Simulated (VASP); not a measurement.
# CuSi16 (a cell with a defect): single point with LDA

CuSi16 (a cell with a defect):

```xyz
17
Lattice="0.0000 5.4300 5.4300 5.4300 0.0000 5.4300 5.4300 5.4300 0.0000" Properties=species:S:1:pos:R:3 pbc="T T T"
Si    0.0526   -0.0478   -0.0708
Si    1.4289    1.4087    1.3064
Si    2.5912    2.8440   -0.1289
Si    4.0265    4.0062    1.3068
Si    2.7298    0.0453    2.6698
Si    4.1189    1.3153    4.0581
Si    5.3892    2.7044    2.6700
Si    6.6727    4.1917    3.9534
Si    0.0526    2.7859    2.7629
Si    1.4885    3.9465    4.1986
Si    2.6493    5.3823    2.7627
Si    4.0265    6.8383    4.1389
Si    2.8362    2.5981    5.5470
Si    4.1189    4.0870    6.8298
Si    5.3892    5.4751    5.4407
Si    6.7773    6.7453    6.8298
Cu   10.1809    6.1149    7.4602
```

```
Program             : VASP 6.6.1
Task                : single point
Functional          : LDA
Potentials or basis : VASP PAW LDA potentials, release 64 (Si, Cu)
Cutoff              : 520 eV
k mesh              : 2 × 2 × 2
Occupations         : gaussian, width 0.05 eV
Spin                : no spin polarisation
```

- Largest force: 0.035 eV/Å

Forces on the atoms (eV/Å):
```
Si  -0.014  0.016 -0.028
Si   0.029 -0.014  0.014
Si  -0.019  0.019 -0.019
Si   0.013 -0.029  0.013
Si  -0.005  0.003 -0.003
Si   0.004 -0.003  0.007
Si  -0.003  0.005 -0.003
Si   0.013 -0.012  0.012
Si  -0.014  0.028 -0.016
Si   0.021 -0.019  0.019
Si  -0.029  0.013 -0.013
Si   0.013 -0.013  0.029
Si  -0.015  0.013 -0.013
Si   0.004 -0.007  0.003
Si  -0.003  0.003 -0.005
Si   0.008 -0.002  0.002
Cu  -0.003 -0.002  0.002
```

Levels at points of the mesh, in eV from the Fermi level:
```csv
k point,band 33,band 34,band 35,band 36,band 37,band 38,band 39,band 40,band 41,band 42
"(0.00, 0.00, 0.00)",-1.12,-1.12,-0.51,-0.20,-0.04,0.06,0.06,0.48,0.48,0.69
"(0.50, 0.00, 0.00)",-1.99,-1.05,-0.99,-0.89,-0.71,0.60,0.96,1.03,1.23,1.33
"(0.00, 0.50, 0.00)",-2.16,-0.89,-0.89,-0.51,-0.51,0.47,0.94,1.41,1.41,1.48
"(0.00, 0.00, 0.50)",-1.99,-1.05,-0.99,-0.89,-0.71,0.60,0.96,1.03,1.23,1.33
"(0.50, 0.50, 0.00)",-1.82,-1.67,-1.45,-1.44,-1.16,0.65,0.76,1.84,2.03,2.14
"(0.00, 0.50, 0.50)",-1.82,-1.67,-1.45,-1.44,-1.16,0.65,0.76,1.84,2.03,2.14
```

It took 2.8 min on 1 thread of Intel(R) Xeon(R) Platinum 8488C (Sapphire Rapids) (shared host), peak memory 0.39 GiB.

Caveat: the k points lie up to 0.50 Å⁻¹ apart; the cell carries a net charge on a neutralising background, which shifts energy and pressure; the cell is charged against a uniform background, so pressure and absolute levels hang on convention.
